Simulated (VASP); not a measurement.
# Sc (Im-3m) in VASP: further runs, part 2 of 2

VASP 6.6.1. The steps go on from the part before.

## (4) Single point, r2SCAN

This run uses another cell than the first one, of 23.14 Å³/atom.

Contents of POSCAR:

```
Sc
1.0
   -1.7950652006      1.7950652006      1.7950652006
    1.7950652006     -1.7950652006      1.7950652006
    1.7950652006      1.7950652006     -1.7950652006
Sc
1
Direct
    0.0000000000      0.0000000000      0.0000000000
```

Contents of INCAR.step1:

```
PREC     = Accurate       # precision mode
ENCUT    = 550            # plane-wave cutoff, eV
ISMEAR   = 0              # smearing method
SIGMA    = 0.1            # smearing width, eV
LREAL    = F              # projectors in reciprocal space
LASPH    = T              # aspherical terms in the spheres
NELM     = 120            # most SCF steps
NBANDS   = 12             # bands
GGA      = PE             # functional
ALGO     = Normal         # electronic algorithm
EDIFF    = 1E-5           # SCF threshold, eV
LWAVE    = T              # write WAVECAR
LCHARG   = F              # write CHGCAR
GGA_COMPAT= F
```

Contents of INCAR.step2:

```
PREC     = Accurate       # precision mode
ENCUT    = 550            # plane-wave cutoff, eV
EDIFF    = 1E-6           # SCF threshold, eV
ISMEAR   = 0              # smearing method
SIGMA    = 0.1            # smearing width, eV
LREAL    = F              # projectors in reciprocal space
LASPH    = T              # aspherical terms in the spheres
NELM     = 120            # most SCF steps
ALGO     = Normal         # electronic algorithm
ISIF     = 2              # what is computed and relaxed
LWAVE    = F              # write WAVECAR
LCHARG   = F              # write CHGCAR
METAGGA  = R2SCAN         # meta-GGA
LMIXTAU  = T            
NBANDS   = 12             # bands
ISTART   = 1            
GGA_COMPAT= F
```

Contents of KPOINTS:

```
Automatic mesh
0
Gamma
  9 9 9
```

Potentials or basis: VASP PAW PBE potentials, release 64 (Sc_sv).

The run is started by

```console
$ cat potpaw_PBE.64/Sc_sv/POTCAR > POTCAR
$ cp INCAR.step1 INCAR
$ mpirun -np 1 vasp_std > vasp.out
$ cp INCAR.step2 INCAR
$ mpirun -np 1 vasp_std > vasp.out
```

OUTCAR:

```text
PREC = Accurate
   ENCUT = 550
   EDIFF = 1E-6
   ISMEAR = 0
   LREAL = F
   LASPH = T
   NELM = 120
   ISIF = 2
   METAGGA = R2SCAN
   ISTART = 1

 ion  position               nearest neighbor table
   1  0.000  0.000  0.000-

  LATTYP: Found a body centered cubic cell.
 ALAT       =     3.5901304012

  Lattice vectors:

 A1 = (  -1.7950652006,   1.7950652006,   1.7950652006)
 A2 = (   1.7950652006,  -1.7950652006,   1.7950652006)
 A3 = (   1.7950652006,   1.7950652006,  -1.7950652006)

Analysis of symmetry for initial positions (statically):
=====================================================================
 Subroutine PRICEL returns:
 Original cell was already a primitive cell.

 Routine SETGRP: Setting up the symmetry group for a
 body centered cubic supercell.

 Subroutine GETGRP returns: Found 48 space group operations
 (whereof 48 operations were pure point group operations)
 out of a pool of 48 trial point group operations.

The static configuration has the point symmetry O_h .

Analysis of symmetry for dynamics (positions and initial velocities):
=====================================================================
 Subroutine PRICEL returns:
 Original cell was already a primitive cell.

 Routine SETGRP: Setting up the symmetry group for a
 body centered cubic supercell.

 Subroutine GETGRP returns: Found 48 space group operations
 (whereof 48 operations were pure point group operations)
 out of a pool of 48 trial point group operations.

The dynamic configuration has the point symmetry O_h .

 Subroutine INISYM returns: Found 48 space group operations
 (whereof 48 operations are pure point group operations),
 and found     1 'primitive' translations

----------------------------------------------------------------------------------------
[... 114 lines left out ...]
  Thomas-Fermi vector in A             =   2.410312
   LORBIT       =      0    0 simple, 1 ext, 2 COOP (PROOUT), +10 PAW based schemes
   METAGGA = R2SCAN    functional components
   LHFCALC =     F    Hartree Fock is set to
   AEXX    =    0.0000 exact exchange contribution
   IVDW    =     0    specifies the selected vdW correction
   LEPSILON=     F    determine dielectric tensor
   LRPA    =     F    only Hartree local field effects (RPA)
 non-spin polarized calculation
 Gauss-broadening in eV      SIGMA  =   0.10
  energy-cutoff  :      550.00
  volume of cell :       23.14
 maximum number of plane-waves:       688
   NGX = 11   NGY = 11   NGZ = 11

 number of electron      11.0000000 magnetization

 Free energy of the ion-electron system (eV)
  ---------------------------------------------------
  ext. energy  EPLUGINS =         0.00000000
  ---------------------------------------------------
  free energy    TOTEN  =       -11.25427827 eV

  energy without entropy =      -11.24589909  energy(sigma->0) =      -11.25008868

 E-fermi :   4.2385     XC(G=0): -10.8726

 val. band max:        4.1680022905   @ k =   0.3333   0.2222   0.1111
 cond. band min:       4.3124424590   @ k =  -0.3333   0.3333   0.2222
 fundamental gap:      0.1444401685
 Fermi energy:         4.2385116277

 k-point     1 :       0.0000    0.0000    0.0000
  band No.  band energies     occupation
      1     -47.3130      2.00000
      2     -24.7025      2.00000
      3     -24.7025      2.00000
      4     -24.7025      2.00000
      5      -1.4889      2.00000
      6       6.0464      0.00000
      7       6.0464      0.00000
      8       6.0464      0.00000
      9       7.4982      0.00000
     10       7.4982      0.00000
     11      19.3134      0.00000
     12      19.3134      0.00000
[... 331 lines left out ...]
 k-point    24 :      -0.4444   -0.4444    0.1111
  band No.  band energies     occupation
      1     -47.2130      2.00000
      2     -25.1492      2.00000
      3     -24.9332      2.00000
      4     -24.7795      2.00000
      5       3.0022      2.00000
      6       3.9570      1.99993
      7       5.0166      0.00000
      8       6.9935      0.00000
      9       8.3330      0.00000
     10       9.6778      0.00000
     11      12.0424      0.00000
     12      14.6057      0.00000

 [... further k-points ...]

------------------------ aborting loop because EDIFF is reached ----------------------------------------

  FORCE on cell =-STRESS in cart. coord.  units (eV):
  Direction    XX          YY          ZZ          XY          YZ          ZX
  --------------------------------------------------------------------------------------
  -------------------------------------------------------------------------------------
  Total        0.7556248      0.7556248      0.7556248      0.0000000      0.0000000     -0.0000000
  in kB       52.3258270     52.3258270     52.3258270      0.0000000      0.0000000     -0.0000000
  external PRESSURE =      52.3258270 kB  Pullay stress =       0.0000000 kB

 VOLUME and BASIS-vectors are now :
 -----------------------------------------------------------------------------
  energy-cutoff  :      550.00
  volume of cell :       23.14
      direct lattice vectors                 reciprocal lattice vectors
    -1.795065201  1.795065201  1.795065201     0.000000000  0.278541414  0.278541414
     1.795065201 -1.795065201  1.795065201     0.278541414  0.000000000  0.278541414
     1.795065201  1.795065201 -1.795065201     0.278541414  0.278541414  0.000000000

 POSITION                                       TOTAL-FORCE (eV/Angst)
 -----------------------------------------------------------------------------------
      0.00000      0.00000      0.00000         0.000000     -0.000000     -0.000000
 -----------------------------------------------------------------------------------
    total drift:                                0.000000      0.000000      0.000000

  FREE ENERGIE OF THE ION-ELECTRON SYSTEM (eV)
  ---------------------------------------------------
  free  energy   TOTEN  =       -11.2542782702 eV

  energy  without entropy=      -11.2458990921  energy(sigma->0) =      -11.25008868
```

OUTCAR.step1:

```text
PREC = Accurate
   ENCUT = 550
   ISMEAR = 0
   LREAL = F
   LASPH = T
[... 575 lines left out ...]

 POSITION                                       TOTAL-FORCE (eV/Angst)
 -----------------------------------------------------------------------------------
      0.00000      0.00000      0.00000         0.000000     -0.000000      0.000000
 -----------------------------------------------------------------------------------
    total drift:                                0.000000     -0.000000     -0.000000

  FREE ENERGIE OF THE ION-ELECTRON SYSTEM (eV)
  ---------------------------------------------------
  free  energy   TOTEN  =        -6.1292200783 eV

  energy  without entropy=       -6.1181320459  energy(sigma->0) =       -6.12367606
```

OSZICAR.step1:

```text
N       E                     dE             d eps       ncg     rms          rms(c)
DAV:   1     0.765975395902E+02    0.76598E+02   -0.51330E+03   840   0.933E+02
DAV:   2    -0.537117239031E+01   -0.81969E+02   -0.80355E+02   840   0.296E+02
DAV:   3    -0.679780741881E+01   -0.14266E+01   -0.13996E+01  1136   0.500E+01
DAV:   4    -0.681975378972E+01   -0.21946E-01   -0.21934E-01  1080   0.507E+00
DAV:   5    -0.682003428856E+01   -0.28050E-03   -0.28050E-03  1112   0.489E-01    0.563E+00
DAV:   6    -0.621402282543E+01    0.60601E+00   -0.85422E-01  1268   0.139E+01    0.171E+00
DAV:   7    -0.613481215472E+01    0.79211E-01   -0.18253E-01  1304   0.587E+00    0.597E-01
DAV:   8    -0.612965640970E+01    0.51557E-02   -0.12300E-02   928   0.163E+00    0.152E-01
DAV:   9    -0.612921988359E+01    0.43653E-03   -0.16292E-03  1188   0.625E-01    0.244E-02
DAV:  10    -0.612922007833E+01   -0.19475E-06   -0.40885E-05  1272   0.771E-02
   1 F= -.61292201E+01 E0= -.61236761E+01  d E =-.110880E-01
```

Wall time 23 s (1 thread of Intel Xeon Platinum 8259CL at 2.50GHz (Skylake/Cascade Lake), shared host); peak memory 0.14 GiB.

Results:

```
Free energy            : -11.2543 eV
Pressure               : 5.2 GPa
Band gap on the k mesh : zero (an odd number of electrons rules out a gap without spin polarisation)
```

Caveat: the cell stands under pressure; the PAW data sets were made with another functional, which shifts forces and pressure a little.

## (5) Single point, r2SCAN

This run uses another cell than the first one, of 25.07 Å³/atom.

Contents of POSCAR:

```
Sc
1.0
   -1.8437869364      1.8437869364      1.8437869364
    1.8437869364     -1.8437869364      1.8437869364
    1.8437869364      1.8437869364     -1.8437869364
Sc
1
Direct
    0.0000000000      0.0000000000      0.0000000000
```

INCAR.step1 is that of step 4.

INCAR.step2 is that of step 4.

KPOINTS is that of step 4.

The run is started by

```console
$ cat potpaw_PBE.64/Sc_sv/POTCAR > POTCAR
$ cp INCAR.step1 INCAR
$ mpirun -np 1 vasp_std > vasp.out
$ cp INCAR.step2 INCAR
$ mpirun -np 1 vasp_std > vasp.out
```

It took 25 s on 1 thread of Intel Xeon Platinum 8259CL at 2.50GHz (Skylake/Cascade Lake), shared host; peak memory 0.14 GiB.

It converged, with:

```
Free energy            : -11.2861 eV
Pressure               : 0.2 GPa
Band gap on the k mesh : zero (an odd number of electrons rules out a gap without spin polarisation)
```

Levels at points of the mesh, in eV from the Fermi level:
```
           k point  band 2  band 3  band 4  band 5  band 6  band 7  band 8  band 9
(0.00, 0.00, 0.00)  -29.21  -29.21  -29.21   -5.56    1.69    1.69    1.69    3.01
```

Caveat: the PAW data sets were made with another functional, which shifts forces and pressure a little.

## (6) Relaxation of cell and atoms, r2SCAN

This run uses another cell than the first one, of 24.92 Å³/atom.

Contents of POSCAR:

```
Sc
1.0
   -1.8400000000      1.8400000000      1.8400000000
    1.8400000000     -1.8400000000      1.8400000000
    1.8400000000      1.8400000000     -1.8400000000
Sc
1
Direct
    0.0000000000      0.0000000000      0.0000000000
```

Contents of INCAR.step1:

```
ALGO     = Normal         # electronic algorithm
EDIFF    = 1E-5           # SCF threshold, eV
EDIFFG   = -0.005         # ionic threshold
ENCUT    = 550            # plane-wave cutoff, eV
GGA      = PE             # functional
GGA_COMPAT= False        
IBRION   = 2              # ionic algorithm
ISIF     = 3              # what is computed and relaxed
ISMEAR   = 0              # smearing method
LASPH    = True           # aspherical terms in the spheres
LCHARG   = False          # write CHGCAR
LREAL    = False          # projectors in reciprocal space
LWAVE    = True           # write WAVECAR
NELM     = 120            # most SCF steps
NELMIN   = 4            
NSW      = 100            # ionic steps
PREC     = Accurate       # precision mode
SIGMA    = 0.1            # smearing width, eV
```

Contents of INCAR.step2:

```
ALGO     = Normal         # electronic algorithm
EDIFF    = 1E-7           # SCF threshold, eV
EDIFFG   = -0.01          # ionic threshold
ENCUT    = 550            # plane-wave cutoff, eV
GGA_COMPAT= False        
IBRION   = 2              # ionic algorithm
ISIF     = 3              # what is computed and relaxed
ISMEAR   = 0              # smearing method
ISTART   = 1            
LASPH    = True           # aspherical terms in the spheres
LCHARG   = False          # write CHGCAR
LMIXTAU  = True         
LREAL    = False          # projectors in reciprocal space
LWAVE    = False          # write WAVECAR
METAGGA  = R2SCAN         # meta-GGA
NELM     = 120            # most SCF steps
NELMIN   = 4            
NSW      = 60             # ionic steps
PREC     = Accurate       # precision mode
SIGMA    = 0.1            # smearing width, eV
```

Contents of KPOINTS:

```
k-points
0
Gamma
  9 9 9
```

Potentials or basis: VASP PAW PBE potentials, release 64 (Sc_sv).

The run is started by

```console
$ cat potpaw_PBE.64/Sc_sv/POTCAR > POTCAR
$ cp INCAR.step1 INCAR
$ mpirun -np 1 vasp_std > vasp.out
$ cp INCAR.step2 INCAR
$ mpirun -np 1 vasp_std > vasp.out
```

It took 70 s on 1 thread of Intel Xeon Platinum 8259CL at 2.50GHz (Skylake/Cascade Lake), shared host; peak memory 0.15 GiB.

The run converged. Its results:

```yaml
Free_energy: -11.2861 eV
Relaxed_volume: 25.17 Å³/atom
Relaxed_cell: a = 3.198 Å, b = 3.198 Å, c = 3.198 Å, α = 109.47°, β = 109.47°, γ = 109.47°
Space_group_after_relaxing_to_0.1_Å: Im-3m (No. 229)
Energy_gained_by_relaxing: 0.4 meV/atom
Ionic_steps: 3
Pressure_after_relaxing: 0.0 GPa
Band_gap_on_the_k_mesh: zero (an odd number of electrons rules out a gap without spin polarisation)
```

Step by step:
| step | energy change (eV) | largest force (eV/Å) | pressure (GPa) | volume (Å³) |
| --- | --- | --- | --- | --- |
| 1 | 0.0000 | 0.0000 | 0.55 | 24.92 |
| 2 | -0.0004 | 0.0000 | -0.13 | 25.23 |
| 3 | -0.0004 | 0.0000 | 0.00 | 25.17 |

Final structure:
```
Sc
1.0
    -1.84611    1.84611    1.84611
     1.84611   -1.84611    1.84611
     1.84611    1.84611   -1.84611
Sc
1
Direct
  0.00000 0.00000 0.00000
```

Levels at points of the mesh, in eV from the Fermi level:
```csv
k point,band 2,band 3,band 4,band 5,band 6,band 7,band 8,band 9
"(0.00, 0.00, 0.00)",-29.22,-29.22,-29.22,-5.55,1.69,1.69,1.69,3.00
```

Caveat: the PAW data sets were made with another functional, which shifts forces and pressure a little.

## (7) The runs side by side

```csv
task,cell,gap on the mesh (eV),pressure (GPa)
single point,"a = 2.937 Å, angles 109.5°, 1 atom",none,20.4
single point,"a = 3.043 Å, angles 109.5°, 1 atom",none,10.3
single point,"a = 3.109 Å, angles 109.5°, 1 atom",none,5.2
single point,"a = 3.194 Å, angles 109.5°, 1 atom",none,0.2
relaxation of cell and atoms,"relaxed from a = 3.187 Å, angles 109.5°, 1 atom",none,0.0
```

Alike in all rows: level r2SCAN; potentials or basis VASP PAW PBE potentials, release 64 (Sc_sv); no spin polarisation; k mesh 9 × 9 × 9; cutoff (eV) 550; smearing gaussian 0.1 eV.

Caveats: the PAW data sets were made with another functional, which shifts forces and pressure a little; the cell stands under pressure (at least some runs).

Total energies depend on the potentials used, so only differences within one code and one set of settings carry meaning.
